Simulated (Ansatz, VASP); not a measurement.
**One calculation of MoS2, two programs**

```
Mo S
1.0
     3.14799   -1.92978    0.00000
     3.14799    1.92978    0.00000
    -0.00310    0.00000    4.43933
Mo S
1 2
Direct
  0.00000 0.00000 0.00000
  0.68790 0.68790 0.28890
  0.31210 0.31210 0.71110
```

Alike in both runs: task relaxation of cell and atoms; functional PBEsol; k mesh 6 × 6 × 5; occupations fermi-dirac, width 0.05 eV; no spin polarisation.

|  | VASP | Ansatz |
| --- | --- | --- |
| version | VASP 6.6.1 | Ansatz 0.2.0 |
| potentials or method | VASP PAW PBE potentials, release 64 (Mo_sv, S), cutoff 600 eV | all-electron LAPW, scalar-relativistic |

|  | VASP | Ansatz | Ansatz less VASP |
| --- | --- | --- | --- |
| relaxed volume (Å³/atom) | 17.57 | 17.86 | +0.286 |
| relaxed cell length with the largest relative difference (Å) | 6.125 | 6.260 | +0.1347 |

VASP's potentials were made for PBE, not for PBEsol. Ansatz ran all-electron here, and VASP with PAW potentials.

Noted on Ansatz's run: the k mesh is thin for a metal, which can move the energy by tens of meV per atom.
